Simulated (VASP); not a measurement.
CuNiF4: single point with PBE

CuNiF4:

```
Cu Ni F
1.0
     0.00000    3.21233    3.21233
     3.21233    0.00000    3.21233
     3.21233    3.21233    0.00000
Cu Ni F
1 1 4
Direct
  0.00000 0.00000 0.00000
  0.75000 0.75000 0.75000
  0.37530 0.87409 0.37530
  0.37530 0.37530 0.87409
  0.37530 0.37530 0.37530
  0.87409 0.37530 0.37530
```

```yaml
Program: VASP 6.6.1
Task: single point
Functional: PBE
Potentials_or_basis: VASP PAW PBE potentials, release 64 (Cu, Ni, F)
Cutoff: 520 eV
k_mesh: 6 × 6 × 6
Occupations: gaussian, width 0.1 eV
Spin: collinear spin, ferromagnetic start
Starting_moments: "[0.15, 1.54, 0.44, 0.44, 0.44, 0.44] μB"
Dipole_correction: no
Further_INCAR_settings: ALGO = Normal; EDIFF = 1e-07; NBANDS = 38
```

| Quantity | Value |
| --- | --- |
| Pressure | -0.5 GPa |
| Largest force | 0.146 eV/Å |
| Net moment | 3.11 μB per cell |
| Site moments | Cu +0.22; Ni +1.32; F +0.38 μB |
| Valence electrons inside the program's atomic spheres | Cu 9.56; Ni 8.53; F 5.94 |

Forces on the atoms (eV/Å):
```
Cu   0.000  0.000  0.000
Ni   0.000  0.000  0.000
F    0.084 -0.084  0.084
F    0.084  0.084 -0.084
F   -0.084 -0.084 -0.084
F   -0.084  0.084  0.084
```

Levels at points of the mesh, in eV from the Fermi level:
Spin up:
```
           k point  band 24  band 25  band 26  band 27  band 28  band 29
(0.00, 0.00, 0.00)    -0.85    -0.75    -0.75    -0.75     7.15     7.15
(0.50, 0.00, 0.00)    -0.95    -0.66    -0.66     2.53     2.89     7.95
(0.50, 0.50, 0.00)    -0.82    -0.82    -0.81     3.15     3.28     7.39
```
Spin down:
```csv
k point,band 19,band 20,band 21,band 22,band 23,band 24,band 25,band 26
"(0.00, 0.00, 0.00)",-0.66,-0.16,-0.16,0.02,0.02,0.02,0.38,0.38
"(0.50, 0.00, 0.00)",-0.79,-0.36,-0.36,-0.33,0.07,0.07,0.31,0.31
"(0.50, 0.50, 0.00)",-0.57,-0.50,-0.15,-0.12,-0.05,-0.05,0.16,0.16
```

It took 2.4 min on 1 thread of Intel(R) Xeon(R) 6975P-C (Granite Rapids) (shared host), peak memory 0.28 GiB.

Caveat: semilocal functionals often make such compounds metallic where correlation or magnetic order opens a gap, which also shifts bond lengths. With open d or f shells a metallic result of PBE can be an artefact of self-interaction; +U or a hybrid may open a gap.
